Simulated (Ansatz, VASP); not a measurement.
## Two plane-wave programs on BiB

```
B Bi
1.0
     0.00000    2.74487    2.74487
     2.74487    0.00000    2.74487
     2.74487    2.74487    0.00000
B Bi
1 1
Direct
  0.00000 0.00000 0.00000
  0.25000 0.25000 0.25000
```

Alike in both runs: task single point; functional HSE06; k mesh 4 × 4 × 4; no spin polarisation.

|  | VASP | Ansatz |
| --- | --- | --- |
| version | VASP 6.6.1 | Ansatz 0.2.0 |
| potentials or method | VASP PAW PBE potentials, release 64 (B, Bi_d) | plane waves, PAW |
| plane-wave cutoff (eV) | 520 | 420 |
| occupations | gaussian, width 0.01 eV | fixed |
| valence electrons in the cell | 18 | 18 |

VASP gave:

| Item | Value |
| --- | --- |
| gap on the k mesh at the Fermi level (eV) | 0.99 |
| pressure (GPa) | -1.9 |

Which values does Ansatz return?

gap on the k mesh at the Fermi level (eV): 1.00; pressure (GPa): -1.9.

Ansatz's warnings: stress exchange threshold loose, stress scf threshold loose.

The k mesh is coarse, so the values compare programs but aren't converged. Neither program's run includes spin-orbit coupling.
